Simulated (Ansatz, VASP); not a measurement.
SiC3: VASP beside Ansatz

```xyz
8
Lattice="1.3951 -2.4163 0.0000 0.0000 0.0000 -4.8288 4.2899 2.4768 0.0000" Properties=species:S:1:pos:R:3 pbc="T T T"
C     1.2377   -0.8963   -4.4179
C     3.0020    1.7332   -4.4695
C     4.3097    0.8773   -2.1897
C     1.2377   -0.8963   -2.8253
C     3.0020    1.7332   -2.7736
C     4.3097    0.8773   -0.2246
Si    1.4255    0.8230   -2.2803
Si    1.4255    0.8230   -0.1341
```

Alike in both runs: functional r2SCAN; k mesh 8 × 6 × 6; occupations gaussian, width 0.02 eV; no spin polarisation.

Ansatz relaxed the structure, and its values are those at the end. VASP's run is a single point on that final structure, the one shown.

```csv
,VASP,Ansatz
version,VASP 6.6.1,Ansatz 0.2.0
potentials or method,"VASP PAW PBE potentials, release 64 (C, Si), cutoff 520 eV","scalar-relativistic, plane waves, PAW"
valence electrons in the cell,32,32
```

|  | VASP | Ansatz | Ansatz less VASP |
| --- | --- | --- | --- |
| gap on the k mesh at the Fermi level (eV) | 0.31 | 0.30 | -0.013 |
| least direct gap on the mesh (eV) | 1.50 | 1.49 | -0.008 |
| pressure (GPa) | 0.1 | 0.0 | -0.10 |
| rms of the force components (eV/Å) | 0.027 | 0.001 | -0.0258 |

VASP's potentials were made for PBE, not for r2SCAN.
